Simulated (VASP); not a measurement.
# Cu (Fd-3m) in VASP: notebook, part 2 of 2

VASP 6.6.1. Earlier steps stand in the parts before.

### 5 Relaxation of cell and atoms, PBEsol, target pressure 20 GPa, at which the enthalpy is minimised

File INCAR:

```
SYSTEM = Cu
  PREC = Accurate
  ENCUT = 600
  EDIFF = 1E-7
  ISMEAR = -1
  SIGMA = 0.1
  LREAL = .False.
  LASPH = .True.
  NELM = 100
  ALGO = Normal
  ISIF = 3
  LWAVE = .False.
  LCHARG = .False.
  GGA = PS
  IBRION = 2
  NSW = 80
  EDIFFG = -0.01
  PSTRESS = 200.0
```

File KPOINTS:

```
regular mesh
0
Gamma
  15 15 15
  0 0 0
```

File POSCAR:

```
Cu
1.0
    0.0000000000      2.4850000000      2.4850000000
    2.4850000000      0.0000000000      2.4850000000
    2.4850000000      2.4850000000      0.0000000000
Cu
2
Direct
    0.0000000000      0.0000000000      0.0000000000
    0.2500000000      0.2500000000      0.2500000000
```

Potentials or basis: VASP PAW PBE potentials, release 64 (Cu).

Run with:

```bash
$ cat potpaw_PBE.64/Cu/POTCAR > POTCAR
$ mpirun -np 1 vasp_std > vasp.out
```

OUTCAR:

```text
SYSTEM = Cu
   PREC = Accurate
   ENCUT = 600
   EDIFF = 1E-7
   ISMEAR = -1
   LREAL = .False.
   LASPH = .True.
   NELM = 100
   ISIF = 3
   GGA = PS
   IBRION = 2
   NSW = 80
   EDIFFG = -0.01
   PSTRESS = 200.0

 ion  position               nearest neighbor table
   1  0.000  0.000  0.000-   2 2.15   2 2.15   2 2.15   2 2.15
   2  0.250  0.250  0.250-   1 2.15   1 2.15   1 2.15   1 2.15

  LATTYP: Found a face centered cubic cell.
 ALAT       =     4.9700000000

  Lattice vectors:

 A1 = (   0.0000000000,   2.4850000000,   2.4850000000)
 A2 = (   2.4850000000,   0.0000000000,   2.4850000000)
 A3 = (   2.4850000000,   2.4850000000,   0.0000000000)

Analysis of symmetry for initial positions (statically):
=====================================================================
 Subroutine PRICEL returns:
 Original cell was already a primitive cell.

 Routine SETGRP: Setting up the symmetry group for a
 face centered cubic supercell.

 Subroutine GETGRP returns: Found 48 space group operations
 (whereof 24 operations were pure point group operations)
 out of a pool of 48 trial point group operations.

The static configuration has the point symmetry T_d .
 The point group associated with its full space group is O_h .

Analysis of symmetry for dynamics (positions and initial velocities):
=====================================================================
 Subroutine PRICEL returns:
 Original cell was already a primitive cell.

 Routine SETGRP: Setting up the symmetry group for a
 face centered cubic supercell.

 Subroutine GETGRP returns: Found 48 space group operations
 (whereof 24 operations were pure point group operations)
 out of a pool of 48 trial point group operations.

The dynamic configuration has the point symmetry T_d .
 The point group associated with its full space group is O_h .

 Subroutine INISYM returns: Found 48 space group operations
 (whereof 24 operations are pure point group operations),
 and found     1 'primitive' translations

----------------------------------------------------------------------------------------

                                     Primitive cell

  volume of cell :      30.6909

  direct lattice vectors                    reciprocal lattice vectors
     0.000000000  2.485000000  2.485000000    -0.201207243  0.201207243  0.201207243
     2.485000000  0.000000000  2.485000000     0.201207243 -0.201207243  0.201207243
     2.485000000  2.485000000  0.000000000     0.201207243  0.201207243 -0.201207243

  length of vectors
     3.514320702  3.514320702  3.514320702     0.348501169  0.348501169  0.348501169

  position of ions in fractional coordinates (direct lattice)
     0.000000000  0.000000000  0.000000000
     0.250000000  0.250000000  0.250000000

  ion indices of the primitive-cell ions
   primitive index   ion index
                 1           1
                 2           2

----------------------------------------------------------------------------------------

 KPOINTS: regular mesh
[... 54 lines left out ...]
   dimension x,y,z NGXF=    56 NGYF=   56 NGZF=   56
   ions per type =               2
   NGX,Y,Z   is equivalent  to a cutoff of  13.25, 13.25, 13.25 a.u.
   NGXF,Y,Z  is equivalent  to a cutoff of  26.49, 26.49, 26.49 a.u.
 SYSTEM =  Cu
   PREC   = accura    normal or accurate (medium, high low for compatibility)
   ISTART =      0    job   : 0-new  1-cont  2-samecut
   ICHARG =      2    charge: 1-file 2-atom 10-const
   ISPIN  =      1    spin polarized calculation?
   LNONCOLLINEAR =      F non collinear calculations
   LSORBIT =      F    spin-orbit coupling
   LASPH  =      T    aspherical Exc in radial PAW
   ENCUT  =  600.0 eV  44.10 Ry    6.64 a.u.   7.02  7.02  7.02*2*pi/ulx,y,z
   NELM   =    100;   NELMIN=  2; NELMDL= -5     # of ELM steps
   EDIFF  = 0.1E-06   stopping-criterion for ELM
   LREAL  =      F    real-space projection
   EDIFFG = -.1E-01   stopping-criterion for IOM
   NSW    =     80    number of steps for IOM
   IBRION =      2    ionic relax: 0-MD 1-quasi-New 2-CG
   NFREE  =      1    steps in history (QN), initial steepest desc. (CG)
   ISIF   =      3    stress and relaxation
   ISYM   =      2    0-nonsym 1-usesym 2-fastsym
   POTIM  = 0.5000    time-step for ionic-motion
   TEBEG  =    0.0;   TEEND  =   0.0 temperature during run
   PSTRESS=  200.0 pullay stress
   NELECT =      22.0000    total number of electrons
   NUPDOWN=      -1.0000    fix difference up-down
   EMIN   =  10.00;   EMAX   =-10.00  energy-range for DOS
   EFERMI =   0.00;   METHOD = LEGACY
   ISMEAR =    -1;   SIGMA  =   0.10  broadening in eV -4-tet -1-fermi 0-gaus
   EFERMI_NEDOS =   21; number of points for ismear=-14 and -15
   IALGO  =     38    algorithm
   IMIX   =      4    mixing-type and parameters
     AMIX     =   0.40;   BMIX     =  1.00
     AMIX_MAG =   1.60;   BMIX_MAG =  1.00
  volume/ion in A,a.u.               =      15.35       103.56
  Fermi-wavevector in a.u.,A,eV,Ry     =   1.465141  2.768714 29.206773  2.146637
  Thomas-Fermi vector in A             =   2.581033
   LORBIT       =      0    0 simple, 1 ext, 2 COOP (PROOUT), +10 PAW based schemes
   GGA     = PS    functional components
   LHFCALC =     F    Hartree Fock is set to
   AEXX    =    0.0000 exact exchange contribution
   IVDW    =     0    specifies the selected vdW correction
   LEPSILON=     F    determine dielectric tensor
   LRPA    =     F    only Hartree local field effects (RPA)
 conjugate gradient relaxation of ions
 non-spin polarized calculation
  energy-cutoff  :      600.00
  volume of cell :       30.69
 maximum number of plane-waves:      1039
   NGX = 13   NGY = 13   NGZ = 13

--------------------------------------- Ionic step        1  -------------------------------------------

 number of electron      22.0000024 magnetization

 Free energy of the ion-electron system (eV)
  ---------------------------------------------------
  ext. energy  EPLUGINS =         0.00000000
  ---------------------------------------------------
  free energy    TOTEN  =        -6.03379538 eV

  energy without entropy =       -6.00985925  energy(sigma->0) =       -6.02182731

------------------------ aborting loop because EDIFF is reached ----------------------------------------

  FORCE on cell =-STRESS in cart. coord.  units (eV):
  Direction    XX          YY          ZZ          XY          YZ          ZX
  --------------------------------------------------------------------------------------
  -------------------------------------------------------------------------------------
  Total        3.0149793      3.0149793      3.0149793      0.0000000      0.0000000      0.0000000
  in kB      157.3931195    157.3931195    157.3931195      0.0000000      0.0000000      0.0000000
  external PRESSURE =     -42.6068805 kB  Pullay stress =     200.0000000 kB
[... 63 lines left out ...]
--------------------------------------- Ionic step        3  -------------------------------------------

 number of electron      21.9999993 magnetization

 Free energy of the ion-electron system (eV)
  ---------------------------------------------------
  ext. energy  EPLUGINS =         0.00000000
  ---------------------------------------------------
  free energy    TOTEN  =        -5.93540673 eV

  energy without entropy =       -5.91174294  energy(sigma->0) =       -5.92357484

 E-fermi :   4.8815     XC(G=0): -11.3439

 val. band max:        4.8621178188   @ k =  -0.4000   0.4000   0.0667
 cond. band min:       4.9276375716   @ k =  -0.4000   0.2667   0.0000
 fundamental gap:      0.0655197528
 Fermi energy:         4.8814634362

 k-point     1 :       0.0000    0.0000    0.0000
  band No.  band energies     occupation
      1      -2.8948      2.00000
      2       0.9527      2.00000
      3       0.9527      2.00000
      4       0.9763      2.00000
      5       0.9763      2.00000
      6       0.9763      2.00000
      7       2.4874      2.00000
      8       2.4874      2.00000
      9       2.4874      2.00000
     10       3.4664      2.00000
     11       3.4664      2.00000
     12      16.5066      0.00000
     13      16.5066      0.00000
     14      16.5066      0.00000
[... 401 lines left out ...]
      2       0.5935      2.00000
      3       0.9804      2.00000
      4       1.0095      2.00000
      5       1.1568      2.00000
      6       1.3931      2.00000
      7       2.0370      2.00000
      8       2.6140      2.00000
      9       2.6327      2.00000
     10       3.3192      2.00000
     11       3.5556      2.00000
     12      12.0927      0.00000
     13      12.9232      0.00000
     14      14.4381      0.00000
     15      15.9568      0.00000

 [... further k-points ...]

------------------------ aborting loop because EDIFF is reached ----------------------------------------

  FORCE on cell =-STRESS in cart. coord.  units (eV):
  Direction    XX          YY          ZZ          XY          YZ          ZX
  --------------------------------------------------------------------------------------
  -------------------------------------------------------------------------------------
  Total        3.7205077      3.7205077      3.7205077      0.0000000      0.0000000      0.0000000
  in kB      199.9942299    199.9942299    199.9942299      0.0000000      0.0000000      0.0000000
  external PRESSURE =      -0.0057701 kB  Pullay stress =     200.0000000 kB
[... 21 lines left out ...]
  energy  without entropy=       -5.9117429447  energy(sigma->0) =       -5.92357484

  enthalpy is  TOTEN    =        -2.2147917377 eV   P V=        3.7206149934

 reached required accuracy - stopping structural energy minimisation
```

It took 3.9 min on 1 thread of Intel Xeon Platinum 8488C (Sapphire Rapids), shared host; peak memory 0.2 GiB.

What came out:

```yaml
Free_energy: -5.9354 eV
Relaxed_volume: 14.90 Å³/atom
Relaxed_cell: a = 3.480 Å, b = 3.480 Å, c = 3.480 Å, α = 60.00°, β = 60.00°, γ = 60.00°
Space_group_after_relaxing_to_0.05_Å: Fd-3m (No. 227)
Energy_change_on_relaxing_the_enthalpy_is_what_falls: +49.2 meV/atom
Ionic_steps: 3
Pressure_after_relaxing: 20.0 GPa
Band_gap_on_the_k_mesh: zero (band 11 reaches 5.48 eV, above the bottom of band 12 at 4.60 eV)
```

The path:
```csv
step,energy change (eV),largest force (eV/Å),pressure (GPa),volume (Å³)
1,0.0000,0.0000,15.74,30.69
2,0.2230,0.0000,24.94,28.91
3,0.0984,0.0000,20.00,29.81
```

Final structure:
```cif
data_structure
_symmetry_space_group_name_H-M 'P 1'
_symmetry_Int_Tables_number 1
_cell_length_a 3.4802
_cell_length_b 3.4802
_cell_length_c 3.4802
_cell_angle_alpha 60.000
_cell_angle_beta 60.000
_cell_angle_gamma 60.000
_cell_volume 29.81
loop_
_atom_site_label
_atom_site_type_symbol
_atom_site_fract_x
_atom_site_fract_y
_atom_site_fract_z
_atom_site_occupancy
Cu1 Cu 0.00000 0.00000 0.00000 1
Cu2 Cu 0.25000 0.25000 0.25000 1
```

Levels at points of the mesh, in eV from the Fermi level:
| k point | band 8 | band 9 | band 10 | band 11 | band 12 | band 13 | band 14 | band 15 |
| --- | --- | --- | --- | --- | --- | --- | --- | --- |
| (0.00, 0.00, 0.00) | -2.39 | -2.39 | -1.42 | -1.42 | 11.63 | 11.63 | 11.63 | 12.25 |

Caveat: the cell is relaxed towards a set pressure, so the enthalpy falls and the energy may rise; the PAW data sets were made with another functional, which shifts forces and pressure a little.

### 6 Summary

| cell | gap on the mesh (eV) | pressure (GPa) |
| --- | --- | --- |
| relaxed | none | -0.1 |
| relaxed to 5 GPa | none | 5.0 |
| relaxed to 10 GPa | none | 10.0 |
| relaxed to 20 GPa | none | 20.0 |

Alike in all rows: task relaxation of cell and atoms; level PBEsol; potentials or basis VASP PAW PBE potentials, release 64 (Cu); no spin polarisation; k mesh 15 × 15 × 15; cutoff (eV) 600; smearing fermi-dirac 0.1 eV.

Caveats: the PAW data sets were made with another functional, which shifts forces and pressure a little; the cell is relaxed towards a set pressure, so the enthalpy falls and the energy may rise (some runs); the volume moved by over 15 % at a fixed basis, so the end points are rough (some runs).

Absolute energies hang on the potentials; compare differences alone.
